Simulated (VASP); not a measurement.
# GeSb4Te7 (P-3m1) in VASP: single point with r2SCAN

Aim: the single point of GeSb4Te7 with r2SCAN.

All numbers are computed with VASP 6.6.1; they aren't measurements. Logs are shortened: lines on timing, memory, paths and dates and some standing lists are left out, and cuts for length are marked.

### 1 The cell of the first run

The structure is trigonal, space group P-3m1 (No. 164). Conventional cell: a = 4.293 Å, b = 4.293 Å, c = 24.719 Å, α = 90.00°, β = 90.00°, γ = 120.00°. Within 3.9 Å of Ge (site symmetry -3m) lie 6 Te at 3.00 Å. Within 4.0 Å of Sb (site symmetry 3m) lie 6 Te at 3.00 to 3.18 Å. Within 4.0 Å of Sb (site symmetry 3m) lie 6 Te at 3.00 to 3.19 Å. Within 4.5 Å of Te (site symmetry 3m) lie 3 Sb at 3.00 Å and 12 Te at 4.11 to 4.45 Å. Within 4.5 Å of Te (site symmetry 3m) lie 3 Sb at 3.00 Å and 12 Te at 4.11 to 4.46 Å. Te (site symmetry 3m) has 3 Ge at 3.00 Å and 3 Sb at 3.19 Å within 3.9 Å. Te (site symmetry -3m) has 6 Sb at 3.18 Å and 12 Te at 4.29 to 4.45 Å within 4.5 Å.

### 2 Single point, r2SCAN

POSCAR

```
GeSb4Te7
1.0
    4.2927956547      0.0000000000      0.0000000000
   -2.1463978274      3.7176700903      0.0000000000
    0.0000000000      0.0000000000     24.7190711162
Ge Sb Te
1 4 7
Direct
    0.0000000000      0.0000000000      0.5000000000
    0.6666666667      0.3333333333      0.9193854180
    0.3333333333      0.6666666667      0.3503230742
    0.3333333333      0.6666666667      0.0806145820
    0.6666666667      0.3333333333      0.6496769258
    0.3333333333      0.6666666667      0.8507194572
    0.6666666667      0.3333333333      0.1492805428
    0.0000000000      0.0000000000      0.7180756150
    0.6666666667      0.3333333333      0.4317904793
    0.3333333333      0.6666666667      0.5682095207
    0.0000000000      0.0000000000      0.0000000000
    0.0000000000      0.0000000000      0.2819243850
```

INCAR.step1

```
SYSTEM = GeSb4Te7
PREC = Accurate
ENCUT = 520
ISMEAR = 0
SIGMA = 0.02
LREAL = .False.
LASPH = .True.
NELM = 100
NBANDS = 50
GGA = PE
ALGO = Normal
EDIFF = 1E-4
LWAVE = .True.
LCHARG = .False.
```

INCAR.step2

```
SYSTEM = GeSb4Te7
PREC = Accurate
ENCUT = 520
EDIFF = 1E-6
ISMEAR = 0
SIGMA = 0.02
LREAL = .False.
LASPH = .True.
NELM = 100
ALGO = Normal
ISIF = 2
LWAVE = .False.
LCHARG = .False.
METAGGA = R2SCAN
LMIXTAU = .True.
NBANDS = 50
ISTART = 1
```

KPOINTS

```
Automatic mesh
0
Gamma
  9 9 2
  0 0 0
```

Potentials or basis: VASP PAW PBE potentials, release 64 (Ge_d, Sb, Te).

Command:

```console
> cat potpaw_PBE.64/Ge_d/POTCAR potpaw_PBE.64/Sb/POTCAR potpaw_PBE.64/Te/POTCAR > POTCAR
> cp INCAR.step1 INCAR
> mpirun -np 1 vasp_std > vasp.out
> cp INCAR.step2 INCAR
> mpirun -np 1 vasp_std > vasp.out
```

OUTCAR:

```text
SYSTEM = GeSb4Te7
   PREC = Accurate
   ENCUT = 520
   EDIFF = 1E-6
   ISMEAR = 0
   LREAL = .False.
   LASPH = .True.
   NELM = 100
   ISIF = 2
   METAGGA = R2SCAN
   ISTART = 1

 ion  position               nearest neighbor table
   1  0.000  0.000  0.500-   9 3.00  10 3.00   9 3.00  10 3.00   9 3.00  10 3.00
   2  0.667  0.333  0.919-   6 3.00   6 3.00   6 3.00  11 3.18  11 3.18  11 3.18
   3  0.333  0.667  0.350-  12 3.00  12 3.00  12 3.00   9 3.19   9 3.19   9 3.19
   4  0.333  0.667  0.081-   7 3.00   7 3.00   7 3.00  11 3.18  11 3.18  11 3.18
   5  0.667  0.333  0.650-   8 3.00   8 3.00   8 3.00  10 3.19  10 3.19  10 3.19
   6  0.333  0.667  0.851-   2 3.00   2 3.00   2 3.00
   7  0.667  0.333  0.149-   4 3.00   4 3.00   4 3.00
   8  0.000  0.000  0.718-   5 3.00   5 3.00   5 3.00
   9  0.667  0.333  0.432-   1 3.00   1 3.00   1 3.00   3 3.19   3 3.19   3 3.19
  10  0.333  0.667  0.568-   1 3.00   1 3.00   1 3.00   5 3.19   5 3.19   5 3.19
  11  0.000  0.000  0.000-   2 3.18   4 3.18   2 3.18   4 3.18   2 3.18   4 3.18
  12  0.000  0.000  0.282-   3 3.00   3 3.00   3 3.00

  LATTYP: Found a hexagonal cell.
 ALAT       =     4.2927956547
 C/A-ratio  =     5.7582687611

  Lattice vectors:

 A1 = (   4.2927956547,   0.0000000000,   0.0000000000)
 A2 = (  -2.1463978274,   3.7176700903,   0.0000000000)
 A3 = (   0.0000000000,   0.0000000000,  24.7190711162)

Analysis of symmetry for initial positions (statically):
=====================================================================
 Subroutine PRICEL returns:
 Original cell was already a primitive cell.

 Routine SETGRP: Setting up the symmetry group for a
 hexagonal supercell.

 Subroutine GETGRP returns: Found 12 space group operations
 (whereof 12 operations were pure point group operations)
 out of a pool of 24 trial point group operations.

The static configuration has the point symmetry D_3d.

Analysis of symmetry for dynamics (positions and initial velocities):
=====================================================================
 Subroutine PRICEL returns:
 Original cell was already a primitive cell.

 Routine SETGRP: Setting up the symmetry group for a
 hexagonal supercell.

 Subroutine GETGRP returns: Found 12 space group operations
 (whereof 12 operations were pure point group operations)
 out of a pool of 24 trial point group operations.

The dynamic configuration has the point symmetry D_3d.

 Subroutine INISYM returns: Found 12 space group operations
 (whereof 12 operations are pure point group operations),
 and found     1 'primitive' translations

----------------------------------------------------------------------------------------

                                     Primitive cell

  volume of cell :     394.4966

  direct lattice vectors                    reciprocal lattice vectors
     4.292795655  0.000000000  0.000000000     0.232948428  0.134492838  0.000000000
    -2.146397827  3.717670090  0.000000000     0.000000000  0.268985675  0.000000000
     0.000000000  0.000000000 24.719071116     0.000000000  0.000000000  0.040454595

  length of vectors
     4.292795655  4.292795655 24.719071116     0.268985675  0.268985675  0.040454595

  position of ions in fractional coordinates (direct lattice)
     0.000000000  0.000000000  0.500000000
     0.666666667  0.333333333  0.919385418
     0.333333333  0.666666667  0.350323074
     0.333333333  0.666666667  0.080614582
     0.666666667  0.333333333  0.649676926
     0.333333333  0.666666667  0.850719457
     0.666666667  0.333333333  0.149280543
     0.000000000  0.000000000  0.718075615
     0.666666667  0.333333333  0.431790479
     0.333333333  0.666666667  0.568209521
     0.000000000  0.000000000  0.000000000
     0.000000000  0.000000000  0.281924385

  ion indices of the primitive-cell ions
   primitive index   ion index
                 1           1
                 2           2
                 3           3
                 4           4
                 5           5
                 6           6
                 7           7
                 8           8
                 9           9
                10          10
                11          11
                12          12

----------------------------------------------------------------------------------------

 KPOINTS: Automatic mesh

Automatic generation of k-mesh.
 Grid dimensions read from file:
 generate k-points for:    9    9    2

 Generating k-lattice:

  Cartesian coordinates                     Fractional coordinates (reciprocal lattice)
     0.025883159  0.014943649  0.000000000     0.111111111  0.000000000  0.000000000
     0.000000000  0.029887297  0.000000000     0.000000000  0.111111111  0.000000000
     0.000000000  0.000000000  0.020227297     0.000000000  0.000000000  0.500000000

  Length of vectors
     0.029887297  0.029887297  0.020227297

  Shift w.r.t. Gamma in fractional coordinates (k-lattice)
     0.000000000  0.000000000  0.000000000

 Subroutine IBZKPT returns following result:
 ===========================================

 Found     24 irreducible k-points:

 Following reciprocal coordinates:
            Coordinates               Weight
  0.000000  0.000000  0.000000      1.000000
  0.111111  0.000000  0.000000      6.000000
  0.222222  0.000000  0.000000      6.000000
  0.333333  0.000000  0.000000      6.000000
  0.444444  0.000000  0.000000      6.000000
  0.111111  0.111111  0.000000      6.000000
[... 16 lines left out ...]
  0.333333  0.222222  0.500000     12.000000
  0.333333  0.333333  0.500000      2.000000
   k-points           NKPTS =     24   k-points in BZ     NKDIM =     24   number of bands    NBANDS=     50
   number of dos      NEDOS =    301   number of ions     NIONS =     12
   total plane-waves  NPLWV = 196608
   dimension x,y,z NGX =    32 NGY =   32 NGZ =  192
   dimension x,y,z NGXF=    64 NGYF=   64 NGZF=  384
   ions per type =               1   4   7
   NGX,Y,Z   is equivalent  to a cutoff of  12.39, 12.39, 12.91 a.u.
   NGXF,Y,Z  is equivalent  to a cutoff of  24.79, 24.79, 25.83 a.u.
 SYSTEM =  GeSb4Te7
   PREC   = accura    normal or accurate (medium, high low for compatibility)
   ISTART =      1    job   : 0-new  1-cont  2-samecut
   ICHARG =      0    charge: 1-file 2-atom 10-const
   ISPIN  =      1    spin polarized calculation?
   LNONCOLLINEAR =      F non collinear calculations
   LSORBIT =      F    spin-orbit coupling
   LASPH  =      T    aspherical Exc in radial PAW
   ENCUT  =  520.0 eV  38.22 Ry    6.18 a.u.   7.98  7.98 45.96*2*pi/ulx,y,z
   NELM   =    100;   NELMIN=  2; NELMDL=  0     # of ELM steps
   EDIFF  = 0.1E-05   stopping-criterion for ELM
   LREAL  =      F    real-space projection
   EDIFFG = 0.1E-04   stopping-criterion for IOM
   NSW    =      0    number of steps for IOM
   IBRION =     -1    ionic relax: 0-MD 1-quasi-New 2-CG
   NFREE  =      0    steps in history (QN), initial steepest desc. (CG)
   ISIF   =      2    stress and relaxation
   ISYM   =      2    0-nonsym 1-usesym 2-fastsym
   POTIM  = 0.5000    time-step for ionic-motion
   TEBEG  =    0.0;   TEEND  =   0.0 temperature during run
   PSTRESS=    0.0 pullay stress
   NELECT =      76.0000    total number of electrons
   NUPDOWN=      -1.0000    fix difference up-down
   EMIN   =  10.00;   EMAX   =-10.00  energy-range for DOS
   EFERMI =   0.00;   METHOD = LEGACY
   ISMEAR =     0;   SIGMA  =   0.02  broadening in eV -4-tet -1-fermi 0-gaus
   EFERMI_NEDOS =   21; number of points for ismear=-14 and -15
   IALGO  =     38    algorithm
   IMIX   =      4    mixing-type and parameters
     AMIX     =   0.40;   BMIX     =  1.00
     AMIX_MAG =   1.60;   BMIX_MAG =  1.00
  volume/ion in A,a.u.               =      32.87       221.85
  Fermi-wavevector in a.u.,A,eV,Ry     =   0.945507  1.786750 12.163396  0.893984
  Thomas-Fermi vector in A             =   2.073416
   LORBIT       =      0    0 simple, 1 ext, 2 COOP (PROOUT), +10 PAW based schemes
   METAGGA = R2SCAN    functional components
   LHFCALC =     F    Hartree Fock is set to
   AEXX    =    0.0000 exact exchange contribution
   IVDW    =     0    specifies the selected vdW correction
   LEPSILON=     F    determine dielectric tensor
   LRPA    =     F    only Hartree local field effects (RPA)
 non-spin polarized calculation
 Gauss-broadening in eV      SIGMA  =   0.02
  energy-cutoff  :      520.00
  volume of cell :      394.50
 maximum number of plane-waves:     10668
 NGX is ok and might be reduce to    32
   NGX = 15   NGY = 15   NGZ = 91

 number of electron      76.0000011 magnetization

 Free energy of the ion-electron system (eV)
  ---------------------------------------------------
  ext. energy  EPLUGINS =         0.00000000
  ---------------------------------------------------
  free energy    TOTEN  =      -295.94246174 eV

  energy without entropy =     -295.94246174  energy(sigma->0) =     -295.94246174

 E-fermi :   5.7887     XC(G=0):  -9.5469

 val. band max:        5.6788105271   @ k =   0.0000   0.0000   0.5000
 cond. band min:       6.2621084595   @ k =   0.0000   0.0000   0.5000
 fundamental gap:      0.5832979323
 Fermi energy:         5.7887304244

 k-point     1 :       0.0000    0.0000    0.0000
  band No.  band energies     occupation
      1     -19.8098      2.00000
      2     -19.8098      2.00000
      3     -19.8028      2.00000
      4     -19.7995      2.00000
      5     -19.7994      2.00000
      6      -7.8419      2.00000
[... 42 lines left out ...]
     49       7.5718      0.00000
     50       7.7181      0.00000
[... 1217 lines left out ...]
     49       9.8425      0.00000
     50       9.8425      0.00000

------------------------ aborting loop because EDIFF is reached ----------------------------------------

  FORCE on cell =-STRESS in cart. coord.  units (eV):
  Direction    XX          YY          ZZ          XY          YZ          ZX
  --------------------------------------------------------------------------------------
  -------------------------------------------------------------------------------------
  Total       -0.0911640     -0.0911640     -0.0153586      0.0000000      0.0000000      0.0000000
  in kB       -0.3702462     -0.3702462     -0.0623761      0.0000000      0.0000000      0.0000000
  external PRESSURE =      -0.2676228 kB  Pullay stress =       0.0000000 kB

 VOLUME and BASIS-vectors are now :
 -----------------------------------------------------------------------------
  energy-cutoff  :      520.00
  volume of cell :      394.50
      direct lattice vectors                 reciprocal lattice vectors
     4.292795655  0.000000000  0.000000000     0.232948428  0.134492838  0.000000000
    -2.146397827  3.717670090  0.000000000     0.000000000  0.268985675  0.000000000
     0.000000000  0.000000000 24.719071116     0.000000000  0.000000000  0.040454595

 POSITION                                       TOTAL-FORCE (eV/Angst)
 -----------------------------------------------------------------------------------
      0.00000      0.00000     12.35954        -0.000000     -0.000000      0.000000
      2.14640      1.23922     22.72635        -0.000000     -0.000000      0.025974
     -0.00000      2.47845      8.65966        -0.000000     -0.000000      0.024204
     -0.00000      2.47845      1.99272        -0.000000      0.000000     -0.025974
      2.14640      1.23922     16.05941        -0.000000      0.000000     -0.024204
     -0.00000      2.47845     21.02899        -0.000000      0.000000     -0.020202
      2.14640      1.23922      3.69008         0.000000     -0.000000      0.020202
      0.00000      0.00000     17.75016        -0.000000     -0.000000      0.018817
      2.14640      1.23922     10.67346        -0.000000      0.000000     -0.006059
     -0.00000      2.47845     14.04561         0.000000     -0.000000      0.006059
      0.00000      0.00000      0.00000        -0.000000     -0.000000      0.000000
      0.00000      0.00000      6.96891        -0.000000      0.000000     -0.018817
 -----------------------------------------------------------------------------------
    total drift:                                0.000000     -0.000000      0.000000

  FREE ENERGIE OF THE ION-ELECTRON SYSTEM (eV)
  ---------------------------------------------------
  free  energy   TOTEN  =      -295.9424617374 eV

  energy  without entropy=     -295.9424617374  energy(sigma->0) =     -295.94246174
```

Wall time 16 min (1 thread of Intel Xeon 6975P-C (Granite Rapids), shared host); peak memory 0.76 GiB.

What came out:

```yaml
Free_energy: -295.9425 eV
Pressure: 0.0 GPa
Largest_force: 0.026 eV/Å
Band_gap_on_the_k_mesh: 0.58 eV
```

Forces on the atoms (eV/Å):
```
Ge   0.000  0.000  0.000
Sb   0.000  0.000  0.026
Sb   0.000  0.000  0.024
Sb   0.000  0.000 -0.026
Sb   0.000  0.000 -0.024
Te   0.000  0.000 -0.020
Te   0.000  0.000  0.020
Te   0.000  0.000  0.019
Te   0.000  0.000 -0.006
Te   0.000  0.000  0.006
Te   0.000  0.000  0.000
Te   0.000  0.000 -0.019
```

Levels at points of the mesh, in eV from the valence-band top:
| k point | band 34 | band 35 | band 36 | band 37 | band 38 | band 39 | band 40 | band 41 | band 42 | band 43 |
| --- | --- | --- | --- | --- | --- | --- | --- | --- | --- | --- |
| (0.00, 0.00, 0.00) | -1.19 | -1.03 | -1.01 | -0.21 | -0.08 | 0.64 | 0.67 | 0.67 | 0.74 | 0.76 |
| (0.00, 0.00, 0.50) | -1.17 | -1.17 | -0.76 | -0.32 | 0.00 | 0.58 | 0.63 | 0.63 | 0.78 | 0.82 |

Caveat: semilocal functionals underestimate gaps, and a narrow one can read as zero; the PAW data sets were made with another functional, which shifts forces and pressure a little; spin-orbit coupling is left out, which moves the levels of the heavy elements.
